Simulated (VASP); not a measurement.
# PbS (Cmcm) in VASP: a series of runs, part 2 of 2

VASP 6.6.1. The steps go on from the part before.

### 3 Relaxation of cell and atoms, PBE+D4

This run uses another cell than the first one, of 26.66 Å³/atom.

INCAR reads:

```
SYSTEM = PbS
ALGO = Normal
EDIFF = 1E-6
EDIFFG = -0.01
ENCUT = 600
GGA = PE
IBRION = 2
ISIF = 3
ISMEAR = -1
IVDW = 13
LASPH = .True.
LCHARG = .False.
LREAL = .False.
LWAVE = .False.
NELM = 60
NSW = 60
PREC = Accurate
SIGMA = 0.05
```

KPOINTS reads:

```
k-points
0
Gamma
  7 7 6
  0 0 0
```

POSCAR reads:

```
PbS
1.0
    2.0799526950     -5.9912968650      0.0000000000
    2.0799526950      5.9912968650      0.0000000000
    0.0000000000      0.0000000000      4.2793209400
Pb S
2 2
Direct
    0.1305633500      0.8694366500      0.2500000000
    0.8694366500      0.1305633500      0.7500000000
    0.3547970900      0.6452029100      0.2500000000
    0.6452029100      0.3547970900      0.7500000000
```

Potentials or basis: VASP PAW PBE potentials, release 64 (Pb_d, S).

Started as:

```sh
> cat potpaw_PBE.64/Pb_d/POTCAR potpaw_PBE.64/S/POTCAR > POTCAR
> mpirun -np 1 vasp_std > vasp.out
```

Wall time 34 min (1 thread of Intel Xeon Platinum 8488C (Sapphire Rapids), shared host); peak memory 0.43 GiB.

It converged, with:

```yaml
Free_energy: -18.8966 eV
Relaxed_volume: 25.54 Å³/atom
Relaxed_cell: a = 6.166 Å, b = 6.166 Å, c = 4.276 Å, α = 90.00°, β = 90.00°, γ = 141.08°
Space_group_after_relaxing_to_0.1_Å: Cmcm (No. 63)
Energy_gained_by_relaxing: 5.4 meV/atom
Ionic_steps: 17
Pressure_after_relaxing: 0.0 GPa
Largest_force_after_relaxing: 0.007 eV/Å
Band_gap_on_the_k_mesh: 1.23 eV (least direct gap 1.32 eV)
Dispersion_energy_per_atom: -0.389 eV
```

Forces on the atoms (eV/Å):
```
Pb   0.000  0.001  0.000
Pb   0.000 -0.001  0.000
S    0.000 -0.007  0.000
S    0.000  0.007  0.000
```

Stress tensor (GPa, compression positive):
```
 0.05  0.00  0.00
 0.00  0.05  0.00
 0.00  0.00 -0.04
```

The path:
```tsv
step	energy change (eV)	largest force (eV/Å)	pressure (GPa)	volume (Å³)
1	0.0000	0.0951	-0.89	106.65
2	-0.0081	0.1573	0.08	104.38
3	-0.0082	0.1623	0.14	104.23
4	-0.0122	0.1026	0.06	103.88
5	-0.0157	0.0078	-0.03	103.30
6	-0.0193	0.0261	-0.07	103.00
7	-0.0206	0.0475	-0.08	102.71
8	-0.0206	0.0500	-0.08	102.68
9	-0.0211	0.0384	0.00	102.35
10	-0.0214	0.0274	0.08	102.04
11	-0.0214	0.0250	0.08	101.98
12	-0.0214	0.0208	0.13	101.86
13	-0.0214	0.0236	0.12	101.94
14	-0.0215	0.0394	-0.07	102.18
15	-0.0215	0.0299	-0.02	102.11
16	-0.0216	0.0214	-0.01	102.12
17	-0.0217	0.0070	0.02	102.14
```

Final structure:
```cif
data_structure
_symmetry_space_group_name_H-M 'P 1'
_symmetry_Int_Tables_number 1
_cell_length_a 6.1662
_cell_length_b 6.1662
_cell_length_c 4.2762
_cell_angle_alpha 90.000
_cell_angle_beta 90.000
_cell_angle_gamma 141.080
_cell_volume 102.14
loop_
_atom_site_label
_atom_site_type_symbol
_atom_site_fract_x
_atom_site_fract_y
_atom_site_fract_z
_atom_site_occupancy
Pb1 Pb 0.12703 0.87297 0.25000 1
Pb2 Pb 0.87297 0.12703 0.75000 1
S1 S 0.35942 0.64058 0.25000 1
S2 S 0.64058 0.35942 0.75000 1
```

Levels at points of the mesh, in eV from the valence-band top:
```tsv
k point	band 16	band 17	band 18	band 19	band 20	band 21	band 22	band 23	band 24
(0.00, 0.00, 0.00)	-3.10	-2.31	-1.75	-1.53	-0.59	4.62	4.74	5.00	5.55
(0.00, 0.00, 0.50)	-2.90	-1.11	-1.11	-0.01	-0.01	1.83	1.83	2.79	2.79
```

Caveat: spin-orbit coupling is left out, which moves the levels of the heavy elements. A k mesh can miss the band edges.

### 4 Single point, PBE

This run uses another cell than the first one, of 26.66 Å³/atom.

INCAR reads:

```
PREC = Accurate
ENCUT = 520
EDIFF = 1E-6
ISMEAR = -1
SIGMA = 0.05
LREAL = F
LASPH = T
NELM = 80
ALGO = Normal
ISIF = 2
LWAVE = F
LCHARG = T
GGA = PE
LELF = T
LVHAR = T
NBANDS = 28
```

KPOINTS reads:

```
regular mesh
0
Gamma
  5 5 5
```

POSCAR is that of step 3.

Started as:

```sh
> cat potpaw_PBE.64/Pb_d/POTCAR potpaw_PBE.64/S/POTCAR > POTCAR
> mpirun -np 1 vasp_std > vasp.out
```

Wall time 36 s (1 thread of Intel Xeon 6975P-C (Granite Rapids), shared host); peak memory 0.28 GiB.

It converged, with:

- Free energy: -17.3721 eV
- Pressure: 1.0 GPa
- Largest force: 0.105 eV/Å
- Band gap on the k mesh: 1.23 eV (least direct gap 1.30 eV)

Forces in eV/Å, atoms in the order of the input:
```
Pb   0.000  0.072  0.000
Pb   0.000 -0.072  0.000
S    0.000 -0.105  0.000
S    0.000  0.105  0.000
```

Stress tensor (GPa, compression positive):
```
0.93 0.00 0.00
0.00 1.29 0.00
0.00 0.00 0.84
```

Levels at points of the mesh, in eV from the valence-band top:
| k point | band 17 | band 18 | band 19 | band 20 | band 21 | band 22 | band 23 | band 24 |
| --- | --- | --- | --- | --- | --- | --- | --- | --- |
| (0.00, 0.00, 0.00) | -2.39 | -1.66 | -1.49 | -0.51 | 4.65 | 4.72 | 4.87 | 5.57 |

Caveat: spin-orbit coupling is left out, which moves the levels of the heavy elements. A k mesh can miss the band edges.

### 5 Single point, PBEsol+D4

This run uses another cell than the first one, of 24.33 Å³/atom.

INCAR reads:

```
SYSTEM = PbS
ALGO     = Normal         ! electronic algorithm
EDIFF    = 1E-6           ! SCF threshold, eV
ENCUT    = 520            ! plane-wave cutoff, eV
GGA      = PS             ! functional
ISIF     = 2              ! what is computed and relaxed
ISMEAR   = -1             ! smearing method
IVDW     = 13             ! dispersion correction
LASPH    = .True.         ! aspherical terms in the spheres
LCHARG   = .False.        ! write CHGCAR
LREAL    = .False.        ! projectors in reciprocal space
LWAVE    = .False.        ! write WAVECAR
NBANDS   = 28             ! bands
NELM     = 80             ! most SCF steps
PREC     = Accurate       ! precision mode
SIGMA    = 0.05           ! smearing width, eV
```

KPOINTS reads:

```
k-points
0
Gamma
  7 7 6
  0 0 0
```

POSCAR reads:

```
PbS
1.0
    2.0294628926     -5.6871455794      0.0000000000
    2.0294628926      5.6871455794      0.0000000000
    0.0000000000      0.0000000000      4.2167981756
Pb S
2 2
Direct
    0.1250068764      0.8749931236      0.2500000000
    0.8749931236      0.1250068764      0.7500000000
    0.3609720585      0.6390279415      0.2500000000
    0.6390279415      0.3609720585      0.7500000000
```

Started as:

```sh
> cat potpaw_PBE.64/Pb_d/POTCAR potpaw_PBE.64/S/POTCAR > POTCAR
> mpirun -np 1 vasp_std > vasp.out
```

Wall time 65 s (1 thread of Intel Xeon 6975P-C (Granite Rapids), shared host); peak memory 0.33 GiB.

Results (log left out):

- Free energy: -19.7011 eV
- Pressure: 0.0 GPa
- Band gap on the k mesh: 1.05 eV (least direct gap 1.15 eV)
- Dispersion energy per atom: -0.234 eV

Forces in eV/Å, atoms in the order of the input:
```
Pb   0.000 -0.001  0.000
Pb   0.000  0.001  0.000
S    0.000 -0.002  0.000
S    0.000  0.002  0.000
```

Levels at points of the mesh, in eV from the valence-band top:
```
           k point  band 16  band 17  band 18  band 19  band 20  band 21  band 22  band 23  band 24  band 25
(0.00, 0.00, 0.00)    -3.41    -2.54    -2.03    -1.70    -0.73     4.48     4.50     4.98     5.51     6.06
(0.00, 0.00, 0.50)    -3.24    -1.26    -1.26    -0.03    -0.03     1.62     1.62     2.60     2.60     5.24
```

Caveat: the PAW data sets were made with another functional, which shifts forces and pressure a little; spin-orbit coupling is left out, which moves the levels of the heavy elements.

### 6 Single point, revPBE

This run uses another cell than the first one, of 25.06 Å³/atom.

INCAR reads:

```
SYSTEM = PbS
  ALGO = Normal
  EDIFF = 1E-6
  ENCUT = 520
  GGA = RE
  ISIF = 2
  ISMEAR = -1
  LASPH = .True.
  LCHARG = .False.
  LREAL = .False.
  LWAVE = .False.
  NBANDS = 28
  NELM = 100
  PREC = Accurate
  SIGMA = 0.05
```

KPOINTS is that of step 5.

POSCAR reads:

```
PbS
1.0
    2.0374927668     -5.8689911821      0.0000000000
    2.0374927668      5.8689911821      0.0000000000
    0.0000000000      0.0000000000      4.1919633476
Pb S
2 2
Direct
    0.1305633500      0.8694366500      0.2500000000
    0.8694366500      0.1305633500      0.7500000000
    0.3547970900      0.6452029100      0.2500000000
    0.6452029100      0.3547970900      0.7500000000
```

Potentials or basis: VASP PAW PBE potentials, release 64 (Pb_d, S).

Started as:

```sh
> cat potpaw_PBE.64/Pb_d/POTCAR potpaw_PBE.64/S/POTCAR > POTCAR
> mpirun -np 1 vasp_std > vasp.out
```

Wall time 76 s (1 thread of Intel Xeon 6975P-C (Granite Rapids), shared host); peak memory 0.34 GiB.

The run converged. Its results:

| Item | Value |
| --- | --- |
| Free energy | -16.0068 eV |
| Pressure | 6.4 GPa |
| Largest force | 0.503 eV/Å |
| Band gap on the k mesh | 1.17 eV (least direct gap 1.47 eV) |

Forces in eV/Å, atoms in the order of the input:
```
Pb   0.000  0.503  0.000
Pb   0.000 -0.503  0.000
S    0.000 -0.384  0.000
S    0.000  0.384  0.000
```

Stress tensor (GPa, compression positive):
```
6.32 0.00 0.00
0.00 6.53 0.00
0.00 0.00 6.25
```

Levels at points of the mesh, in eV from the valence-band top:
```tsv
k point	band 16	band 17	band 18	band 19	band 20	band 21	band 22	band 23	band 24	band 25
(0.00, 0.00, 0.00)	-3.25	-2.66	-1.88	-1.69	-0.57	4.63	4.88	5.08	5.89	6.09
(0.00, 0.00, 0.50)	-3.01	-1.29	-1.29	-0.08	-0.08	1.85	1.85	2.81	2.81	5.24
```

Caveat: the cell stands under pressure; the PAW data sets were made with another functional, which shifts forces and pressure a little; spin-orbit coupling is left out, which moves the levels of the heavy elements.

### 7 Summary

| task | level | cell | k mesh | cutoff (eV) | smearing | tolerance level | purpose | passes | dipole correction | gap on the mesh (eV) | pressure (GPa) | relaxed volume (Å³/atom) | largest force (eV/Å) |
| --- | --- | --- | --- | --- | --- | --- | --- | --- | --- | --- | --- | --- | --- |
| relaxation of cell and atoms | AM05 | relaxed from a = 6.405, b = 6.405, c = 4.322 Å, angles 90.0, 90.0, 141.7°, 4 atoms, atomic positions A | 7 × 7 × 7 | 690 | gaussian 0.03 eV | standard | cell | 3 | - | 1.13 | 0.0 | 25.79 | - |
| relaxation of cell and atoms | PBE+D4 | relaxed from a = 6.342, b = 6.342, c = 4.279 Å, angles 90.0, 90.0, 141.7°, 4 atoms, atomic positions A | 7 × 7 × 6 | 600 | fermi-dirac 0.05 eV | - | - | - | no | 1.23 | 0.0 | 25.54 | 0.01 |
| single point | PBE | a = 6.342, b = 6.342, c = 4.279 Å, angles 90.0, 90.0, 141.7°, 4 atoms, atomic positions A | 5 × 5 × 5 | 520 | fermi-dirac 0.05 eV | - | - | - | no | 1.23 | 1.0 | - | 0.11 |
| single point | PBEsol+D4 | a = 6.038, b = 6.038, c = 4.217 Å, angles 90.0, 90.0, 140.7°, 4 atoms, atomic positions B | 7 × 7 × 6 | 520 | fermi-dirac 0.05 eV | - | - | - | no | 1.05 | 0.0 | - | - |
| single point | revPBE | a = 6.213, b = 6.213, c = 4.192 Å, angles 90.0, 90.0, 141.7°, 4 atoms, atomic positions A | 7 × 7 × 6 | 520 | fermi-dirac 0.05 eV | - | - | - | no | 1.17 | 6.4 | - | 0.50 |

Alike in all rows: potentials or basis VASP PAW PBE potentials, release 64 (Pb_d, S); no spin polarisation.

Caveats: spin-orbit coupling is left out, which moves the levels of the heavy elements; the PAW data sets were made with another functional, which shifts forces and pressure a little (at least some runs); the cell stands under pressure (at least some runs).

Total energies depend on the potentials used, so only differences within one code and one set of settings carry meaning.
